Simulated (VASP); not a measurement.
# P in VASP: notebook, part 2 of 2

VASP 6.6.1. The steps go on from the part before.

**3. Single point, PBEsol**

This run uses another cell than the first one, of 12.60 Å³/atom.

File INCAR:

```
SYSTEM = P
ALGO = Normal
EDIFF = 1E-6
ENCUT = 520
GGA = PS
ISIF = 2
ISMEAR = -1
LASPH = .True.
LCHARG = .False.
LREAL = .False.
LWAVE = .False.
NBANDS = 12
NELM = 100
PREC = Accurate
SIGMA = 0.05
```

File KPOINTS:

```
k-points
0
Gamma
  9 9 9
  0 0 0
```

File POSCAR:

```
P
1.0
    1.6445189423      0.9494634540      2.6895921090
   -1.6445189423      0.9494634540      2.6895921090
    0.0000000000     -1.8989269080      2.6895921090
P
2
Direct
    0.7546870890      0.7546870890      0.7546870890
    0.2453129110      0.2453129110      0.2453129110
```

Potentials or basis: VASP PAW PBE potentials, release 64 (P).

Run with:

```console
cat potpaw_PBE.64/P/POTCAR > POTCAR
mpirun -np 1 vasp_std > vasp.out
```

OUTCAR:

```text
SYSTEM = P
   EDIFF = 1E-6
   ENCUT = 520
   GGA = PS
   ISIF = 2
   ISMEAR = -1
   LASPH = .True.
   LREAL = .False.
   NELM = 100
   PREC = Accurate

 ion  position               nearest neighbor table
   1  0.755  0.755  0.755-   2 2.28   2 2.28   2 2.28   2 2.37   2 2.37   2 2.37
   2  0.245  0.245  0.245-   1 2.28   1 2.28   1 2.28   1 2.37   1 2.37   1 2.37

  LATTYP: Found a trigonal (rhomboedric) cell.
 ALAT       =     3.2923895752
 COS(alpha) =     0.5010174934

  Lattice vectors:

 A1 = (   1.6445189423,   0.9494634540,   2.6895921090)
 A2 = (  -1.6445189423,   0.9494634540,   2.6895921090)
 A3 = (   0.0000000000,  -1.8989269080,   2.6895921090)

Analysis of symmetry for initial positions (statically):
=====================================================================
 Subroutine PRICEL returns:
 Original cell was already a primitive cell.

 Routine SETGRP: Setting up the symmetry group for a
 trigonal (rhombohedral) supercell.

 Subroutine GETGRP returns: Found 12 space group operations
 (whereof 12 operations were pure point group operations)
 out of a pool of 12 trial point group operations.

The static configuration has the point symmetry D_3d.
[... 166 lines left out ...]
 fundamental gap:      0.0352470872
 Fermi energy:        11.7826454809

 k-point     1 :       0.0000    0.0000    0.0000
  band No.  band energies     occupation
      1      -6.3114      2.00000
      2       9.4354      2.00000
      3       9.4354      2.00000
      4       9.4619      2.00000
      5      11.9649      0.05086
      6      15.6977      0.00000
      7      15.8478      0.00000
      8      15.8478      0.00000
      9      17.6680      0.00000
     10      17.6680      0.00000
     11      17.8421      0.00000
     12      18.4378      0.00000
[... 331 lines left out ...]
 k-point    24 :       0.4444    0.4444    0.0000
  band No.  band energies     occupation
      1      -1.6834      2.00000
      2       2.3449      2.00000
      3       4.6100      2.00000
      4       5.8224      2.00000
      5       5.8422      2.00000
      6      11.7607      1.21615
      7      20.8980      0.00000
      8      20.9480      0.00000
      9      21.2125      0.00000
     10      23.7328      0.00000
     11      27.1053      0.00000
     12      27.1124      0.00000

 [... further k-points ...]
[... 5 lines left out ...]
  --------------------------------------------------------------------------------------
  -------------------------------------------------------------------------------------
  Total        3.1552290      3.1552290      3.1509307      0.0000000      0.0000000      0.0000000
  in kB      200.6257435    200.6257435    200.3524373      0.0000000      0.0000000      0.0000000
  external PRESSURE =     200.5346415 kB  Pullay stress =       0.0000000 kB

 VOLUME and BASIS-vectors are now :
 -----------------------------------------------------------------------------
  energy-cutoff  :      520.00
  volume of cell :       25.20
      direct lattice vectors                 reciprocal lattice vectors
     1.644518942  0.949463454  2.689592109     0.304040280  0.175537738  0.123934530
    -1.644518942  0.949463454  2.689592109    -0.304040280  0.175537738  0.123934530
     0.000000000 -1.898926908  2.689592109     0.000000000 -0.351075475  0.123934530

 POSITION                                       TOTAL-FORCE (eV/Angst)
 -----------------------------------------------------------------------------------
      0.00000      0.00000      6.08940         0.000000     -0.000000      0.009462
      0.00000      0.00000      1.97938         0.000000      0.000000     -0.009462
 -----------------------------------------------------------------------------------
    total drift:                               -0.000000      0.000000      0.000000

  FREE ENERGIE OF THE ION-ELECTRON SYSTEM (eV)
  ---------------------------------------------------
  free  energy   TOTEN  =       -11.3543615824 eV

  energy  without entropy=      -11.3482787205  energy(sigma->0) =      -11.35132015
```

OSZICAR:

```text
N       E                     dE             d eps       ncg     rms          rms(c)
DAV:   1     0.191275684517E+02    0.19128E+02   -0.48099E+03  2040   0.744E+02
DAV:   2    -0.104456708856E+02   -0.29573E+02   -0.28427E+02  2680   0.122E+02
DAV:   3    -0.113948028052E+02   -0.94913E+00   -0.94336E+00  2648   0.197E+01
DAV:   4    -0.113992415247E+02   -0.44387E-02   -0.44374E-02  2388   0.159E+00
DAV:   5    -0.113992649053E+02   -0.23381E-04   -0.23380E-04  2640   0.108E-01    0.837E+00
DAV:   6    -0.113697385645E+02    0.29526E-01   -0.58605E-03  2420   0.450E-01    0.500E+00
DAV:   7    -0.113543849943E+02    0.15354E-01   -0.10232E-02  2504   0.658E-01    0.115E-01
DAV:   8    -0.113543539120E+02    0.31082E-04   -0.68830E-04  2384   0.187E-01    0.598E-02
DAV:   9    -0.113543602217E+02   -0.63097E-05   -0.29113E-05  2568   0.370E-02    0.390E-02
DAV:  10    -0.113543615035E+02   -0.12817E-05   -0.13492E-06  2312   0.822E-03    0.645E-03
DAV:  11    -0.113543615824E+02   -0.78885E-07   -0.84294E-08  1428   0.227E-03
   1 F= -.11354362E+02 E0= -.11351320E+02  d E =-.608286E-02
```

It took 11 s on 1 thread of Intel Xeon Platinum 8259CL at 2.50GHz (Skylake/Cascade Lake), shared host; peak memory 0.14 GiB.

Results:

```
Free energy            : -11.3544 eV
Pressure               : 20.1 GPa
Largest force          : 0.009 eV/Å
Band gap on the k mesh : zero (bands 5 and 6 overlap by 2.72 eV)
```

Forces on the atoms (eV/Å):
```
P    0.000  0.000  0.009
P    0.000  0.000 -0.009
```

Caveat: the cell stands under pressure; the PAW data sets were made with another functional, which shifts forces and pressure a little.

**4. Single point, PBEsol**

This run uses another cell than the first one, of 13.35 Å³/atom.

File INCAR:

```
SYSTEM = P
ALGO = Normal ; EDIFF = 1E-7
ENCUT = 520 ; GGA = PS
ISIF = 2 ; ISMEAR = -1
LASPH = .TRUE. ; LCHARG = .FALSE.
LREAL = .FALSE. ; LWAVE = .FALSE.
NBANDS = 12 ; NELM = 60
PREC = Accurate ; SIGMA = 0.05
```

File KPOINTS:

```
k-points
0
G
  9 9 9
  0 0 0
```

File POSCAR:

```
P
1.0
    1.6772601372      0.9683665917      2.7394902439
   -1.6772601372      0.9683665917      2.7394902439
    0.0000000000     -1.9367331834      2.7394902439
P
2
Direct
    0.7571396389      0.7571396389      0.7571396389
    0.2428603611      0.2428603611      0.2428603611
```

Run with:

```console
cat potpaw_PBE.64/P/POTCAR > POTCAR
mpirun -np 1 vasp_std > vasp.out
```

Run time: 22 s. Hardware: 1 thread of Intel Xeon Platinum 8259CL at 2.50GHz (Skylake/Cascade Lake), shared host; peak memory 0.16 GiB.

Results (log left out):

* Free energy: -11.4953 eV
* Pressure: 10.0 GPa
* Largest force: 0.013 eV/Å
* Band gap on the k mesh: zero (bands 5 and 6 overlap by 2.42 eV)

Forces on the atoms (eV/Å):
```
P    0.000  0.000  0.013
P    0.000  0.000 -0.013
```

Levels at points of the mesh, in eV from the Fermi level:
```
           k point  band 1  band 2  band 3  band 4  band 5  band 6  band 7  band 8  band 9  band 10
(0.00, 0.00, 0.00)  -17.56   -2.43   -2.43   -2.31   -0.68    3.74    4.05    4.05    5.56     5.56
```

Caveat: the cell stands under pressure; the PAW data sets were made with another functional, which shifts forces and pressure a little.

**5. The runs side by side**

```csv
cell,gap on the mesh (eV),pressure (GPa),largest force (eV/Å)
"a = 3.239 Å, angles 60.0°, 2 atoms, atomic positions A",none,30.0,-
"a = 3.292 Å, angles 59.9°, 2 atoms, atomic positions B",none,20.1,0.01
"a = 3.355 Å, angles 60.0°, 2 atoms, atomic positions C",none,10.0,0.01
```

Alike in all rows: task single point; level PBEsol; potentials or basis VASP PAW PBE potentials, release 64 (P); no spin polarisation; k mesh 9 × 9 × 9; cutoff (eV) 520; smearing fermi-dirac 0.05 eV.

Caveats: the cell stands under pressure; the PAW data sets were made with another functional, which shifts forces and pressure a little.

Total energies depend on the potentials used, so only differences within one code and one set of settings carry meaning.
